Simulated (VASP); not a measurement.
# SnGe5 (F-43m) in VASP: a series of runs

The runs below take SnGe5 through single point, with PBE.

Everything below comes from runs of VASP 6.6.1. Logs are shortened: lines on timing, memory, paths and dates and some standing lists are left out, and cuts for length are marked.

### Step 1. The cell of the first run

The structure is cubic, space group F-43m (No. 216). The conventional cell has a = 7.763 Å, b = 7.763 Å, c = 7.763 Å, α = 90.00°, β = 90.00°, γ = 90.00°. Sn (site symmetry -43m) has 16 Ge at 3.22 to 3.36 Å within 4.2 Å. Ge (site symmetry -43m) has 12 Ge at 3.22 Å and 4 Sn at 3.36 Å within 4.2 Å. Within 3.6 Å of Ge (site symmetry 3m) lie 9 Ge at 2.72 to 3.22 Å and 3 Sn at 3.22 Å.

The cell was generated, and may not be a known phase.

### Step 2. Single point, PBE

INCAR reads:

```
ALGO     = Normal         # electronic algorithm
EDIFF    = 1E-6           # SCF threshold, eV
ENCUT    = 520            # plane-wave cutoff, eV
GGA      = PE             # functional
ISIF     = 2              # what is computed and relaxed
ISMEAR   = 0              # smearing method
LASPH    = T              # aspherical terms in the spheres
LCHARG   = F              # write CHGCAR
LREAL    = F              # projectors in reciprocal space
LWAVE    = F              # write WAVECAR
NBANDS   = 51             # bands
NELM     = 80             # most SCF steps
PREC     = Accurate       # precision mode
SIGMA    = 0.1            # smearing width, eV
```

KPOINTS reads:

```
k-points
0
Gamma
  4 4 4
```

POSCAR reads:

```
SnGe5
1.0
    0.0000000000      3.8814254600      3.8814254600
    3.8814254600      0.0000000000      3.8814254600
    3.8814254600      3.8814254600      0.0000000000
Sn Ge
1 5
Direct
    0.0000000000      0.0000000000      0.0000000000
    0.7500000000      0.7500000000      0.7500000000
    0.3759736600      0.3759736600      0.8720790100
    0.3759736600      0.8720790100      0.3759736600
    0.3759736600      0.3759736600      0.3759736600
    0.8720790100      0.3759736600      0.3759736600
```

Potentials or basis: VASP PAW PBE potentials, release 64 (Sn_d, Ge_d).

Run with:

```
> cat potpaw_PBE.64/Sn_d/POTCAR potpaw_PBE.64/Ge_d/POTCAR > POTCAR
> mpirun -np 1 vasp_std > vasp.out
```

OUTCAR:

```text
EDIFF = 1E-6
   ENCUT = 520
   GGA = PE
   ISIF = 2
   ISMEAR = 0
   LASPH = T
   LREAL = F
   NELM = 80
   PREC = Accurate

 ion  position               nearest neighbor table
   1  0.000  0.000  0.000-   3 3.22   4 3.22   6 3.22   5 3.22   5 3.22   5 3.22   3 3.22   4 3.22
                             6 3.22   3 3.22   4 3.22   6 3.22
   2  0.750  0.750  0.750-
   3  0.376  0.376  0.872-   4 2.72   5 2.72   6 2.72   5 2.77   4 2.77   6 2.77   1 3.22   1 3.22
                             1 3.22
   4  0.376  0.872  0.376-   3 2.72   5 2.72   6 2.72   3 2.77   5 2.77   6 2.77   1 3.22   1 3.22
                             1 3.22
   5  0.376  0.376  0.376-   3 2.72   4 2.72   6 2.72   3 2.77   4 2.77   6 2.77   1 3.22   1 3.22
                             1 3.22
   6  0.872  0.376  0.376-   3 2.72   4 2.72   5 2.72   5 2.77   3 2.77   4 2.77   1 3.22   1 3.22
                             1 3.22

  LATTYP: Found a face centered cubic cell.
 ALAT       =     7.7628509200

  Lattice vectors:

 A1 = (   0.0000000000,   3.8814254600,   3.8814254600)
 A2 = (   3.8814254600,   0.0000000000,   3.8814254600)
 A3 = (   3.8814254600,   3.8814254600,   0.0000000000)

Analysis of symmetry for initial positions (statically):
=====================================================================
 Subroutine PRICEL returns:
 Original cell was already a primitive cell.

 Routine SETGRP: Setting up the symmetry group for a
 face centered cubic supercell.

 Subroutine GETGRP returns: Found 24 space group operations
 (whereof 24 operations were pure point group operations)
 out of a pool of 48 trial point group operations.

The static configuration has the point symmetry T_d .

Analysis of symmetry for dynamics (positions and initial velocities):
=====================================================================
 Subroutine PRICEL returns:
 Original cell was already a primitive cell.

 Routine SETGRP: Setting up the symmetry group for a
 face centered cubic supercell.

 Subroutine GETGRP returns: Found 24 space group operations
 (whereof 24 operations were pure point group operations)
 out of a pool of 48 trial point group operations.

The dynamic configuration has the point symmetry T_d .

 Subroutine INISYM returns: Found 24 space group operations
 (whereof 24 operations are pure point group operations),
 and found     1 'primitive' translations

----------------------------------------------------------------------------------------

[... 86 lines left out ...]
   NSW    =      0    number of steps for IOM
   IBRION =     -1    ionic relax: 0-MD 1-quasi-New 2-CG
   NFREE  =      0    steps in history (QN), initial steepest desc. (CG)
   ISIF   =      2    stress and relaxation
   ISYM   =      2    0-nonsym 1-usesym 2-fastsym
   POTIM  = 0.5000    time-step for ionic-motion
   TEBEG  =    0.0;   TEEND  =   0.0 temperature during run
   PSTRESS=    0.0 pullay stress
   NELECT =      84.0000    total number of electrons
   NUPDOWN=      -1.0000    fix difference up-down
   EMIN   =  10.00;   EMAX   =-10.00  energy-range for DOS
   EFERMI =   0.00;   METHOD = LEGACY
   ISMEAR =     0;   SIGMA  =   0.10  broadening in eV -4-tet -1-fermi 0-gaus
   EFERMI_NEDOS =   21; number of points for ismear=-14 and -15
   IALGO  =     38    algorithm
   IMIX   =      4    mixing-type and parameters
     AMIX     =   0.40;   BMIX     =  1.00
     AMIX_MAG =   1.60;   BMIX_MAG =  1.00
  volume/ion in A,a.u.               =      19.49       131.54
  Fermi-wavevector in a.u.,A,eV,Ry     =   1.466110  2.770547 29.245447  2.149480
  Thomas-Fermi vector in A             =   2.581887
   LORBIT       =      0    0 simple, 1 ext, 2 COOP (PROOUT), +10 PAW based schemes
   GGA     = PE    functional components
   LHFCALC =     F    Hartree Fock is set to
   AEXX    =    0.0000 exact exchange contribution
   IVDW    =     0    specifies the selected vdW correction
   LEPSILON=     F    determine dielectric tensor
   LRPA    =     F    only Hartree local field effects (RPA)
 non-spin polarized calculation
 Gauss-broadening in eV      SIGMA  =   0.10
  energy-cutoff  :      520.00
  volume of cell :      116.95
 maximum number of plane-waves:      3178
 NGX is ok and might be reduce to    42
   NGX = 21   NGY = 21   NGZ = 21

 number of electron      84.0000021 magnetization

 Free energy of the ion-electron system (eV)
  ---------------------------------------------------
  ext. energy  EPLUGINS =         0.00000000
  ---------------------------------------------------
  free energy    TOTEN  =       -23.85102286 eV

  energy without entropy =      -23.82517328  energy(sigma->0) =      -23.83809807

 E-fermi :   7.5977     XC(G=0): -11.2711

 val. band max:        7.5875573942   @ k =   0.5000   0.2500   0.0000
 cond. band min:       7.7200717786   @ k =  -0.2500   0.5000   0.2500
 fundamental gap:      0.1325143844
 Fermi energy:         7.5976826073

 k-point     1 :       0.0000    0.0000    0.0000
  band No.  band energies     occupation
      1     -17.3843      2.00000
      2     -17.3246      2.00000
      3     -17.3246      2.00000
      4     -17.3246      2.00000
      5     -17.3232      2.00000
      6     -17.3232      2.00000
[... 421 lines left out ...]
     50      11.9700      0.00000
     51      12.2278      0.00000

------------------------ aborting loop because EDIFF is reached ----------------------------------------

  FORCE on cell =-STRESS in cart. coord.  units (eV):
  Direction    XX          YY          ZZ          XY          YZ          ZX
  --------------------------------------------------------------------------------------
  -------------------------------------------------------------------------------------
  Total        4.5848998      4.5848998      4.5848998      0.0000000      0.0000000     -0.0000000
  in kB       62.8111410     62.8111410     62.8111410      0.0000000      0.0000000     -0.0000000
  external PRESSURE =      62.8111410 kB  Pullay stress =       0.0000000 kB

 VOLUME and BASIS-vectors are now :
 -----------------------------------------------------------------------------
  energy-cutoff  :      520.00
  volume of cell :      116.95
      direct lattice vectors                 reciprocal lattice vectors
     0.000000000  3.881425460  3.881425460    -0.128818653  0.128818653  0.128818653
     3.881425460  0.000000000  3.881425460     0.128818653 -0.128818653  0.128818653
     3.881425460  3.881425460  0.000000000     0.128818653  0.128818653 -0.128818653

 POSITION                                       TOTAL-FORCE (eV/Angst)
 -----------------------------------------------------------------------------------
      0.00000      0.00000      0.00000        -0.000000     -0.000000     -0.000000
      5.82214      5.82214      5.82214        -0.000000     -0.000000     -0.000000
      4.84422      4.84422      2.91863         0.071581      0.071581     -0.071581
      4.84422      2.91863      4.84422         0.071581     -0.071581      0.071581
      2.91863      2.91863      2.91863        -0.071581     -0.071581     -0.071581
      2.91863      4.84422      4.84422        -0.071581      0.071581      0.071581
 -----------------------------------------------------------------------------------
    total drift:                                0.000041      0.000041      0.000041

  FREE ENERGIE OF THE ION-ELECTRON SYSTEM (eV)
  ---------------------------------------------------
  free  energy   TOTEN  =       -23.8510228615 eV

  energy  without entropy=      -23.8251732850  energy(sigma->0) =      -23.83809807
```

stdout:

```text
POSCAR found type information on POSCAR SnGe
 POSCAR found :  2 types and       6 ions
 scaLAPACK will be used
 LDA part: xc-table for (Slater+PW92), standard interpolation
 POSCAR, INCAR and KPOINTS ok, starting setup
 FFT: planning ... GRIDC
 FFT: planning ... GRID_SOFT
 FFT: planning ... GRID
 WAVECAR not read
 entering main loop
```

It took 35 s on 1 thread of AMD EPYC 9R45 (Zen 5), shared host; peak memory 0.23 GiB.

Results:

| Quantity | Value |
| --- | --- |
| Free energy | -23.8510 eV |
| Pressure | 6.3 GPa |
| Largest force | 0.124 eV/Å |
| Band gap on the k mesh | zero (bands 42 and 43 overlap by 1.76 eV) |

Forces in eV/Å, atoms in the order of the input:
```
Sn   0.000  0.000  0.000
Ge   0.000  0.000  0.000
Ge   0.072  0.072 -0.072
Ge   0.072 -0.072  0.072
Ge  -0.072 -0.072 -0.072
Ge  -0.072  0.072  0.072
```

Caveat: the cell stands under pressure; spin-orbit coupling is left out, which moves the levels of the heavy elements.

### Step 3. Single point, PBE

This run uses another cell than the first one, of 21.33 Å³/atom.

INCAR reads:

```
PREC = Accurate ; ENCUT = 520
EDIFF = 1E-6 ; ISMEAR = 0
SIGMA = 0.1 ; LREAL = F
LASPH = T ; NELM = 80
ALGO = Normal ; ISIF = 2
LWAVE = F ; LCHARG = T
GGA = PE ; LELF = T
LVHAR = T ; NBANDS = 51
```

KPOINTS reads:

```
regular mesh
0
Gamma
  4 4 4
```

POSCAR reads:

```
SnGe5
1.0
    0.0000000000      3.9997537807      3.9997537807
    3.9997537807      0.0000000000      3.9997537807
    3.9997537807      3.9997537807      0.0000000000
Sn Ge
1 5
Direct
    0.0000000000      0.0000000000      0.0000000000
    0.7500000000      0.7500000000      0.7500000000
    0.3755858410      0.3755858410      0.8732424770
    0.3755858410      0.8732424770      0.3755858410
    0.3755858410      0.3755858410      0.3755858410
    0.8732424770      0.3755858410      0.3755858410
```

Potentials or basis: VASP PAW PBE potentials, release 64 (Sn_d, Ge_d).

Run with:

```
> cat potpaw_PBE.64/Sn_d/POTCAR potpaw_PBE.64/Ge_d/POTCAR > POTCAR
> mpirun -np 1 vasp_std > vasp.out
```

Wall time 38 s (1 thread of AMD EPYC 9R45 (Zen 5), shared host); peak memory 0.23 GiB.

The run converged. Its results:

* Free energy: -24.0466 eV
* Pressure: -0.2 GPa
* Largest force: 0.030 eV/Å
* Band gap on the k mesh: zero (bands 42 and 43 overlap by 1.63 eV)

Forces in eV/Å, atoms in the order of the input:
```
Sn   0.000  0.000  0.000
Ge   0.000  0.000  0.000
Ge   0.017  0.017 -0.017
Ge   0.017 -0.017  0.017
Ge  -0.017 -0.017 -0.017
Ge  -0.017  0.017  0.017
```

Levels at points of the mesh, in eV from the Fermi level:
```csv
k point,band 40,band 41,band 42,band 43,band 44,band 45
"(0.00, 0.00, 0.00)",-4.10,-1.67,-1.67,-1.32,-1.32,-1.32
"(0.50, 0.00, 0.00)",-0.66,-0.66,-0.55,-0.07,-0.07,2.10
"(0.50, 0.50, 0.00)",-1.35,0.30,0.30,0.60,0.62,1.18
```

Caveat: spin-orbit coupling is left out, which moves the levels of the heavy elements.

[end of part 1 of 2]

The gap in the log of VASP goes by the Fermi energy; the results here count the filled bands.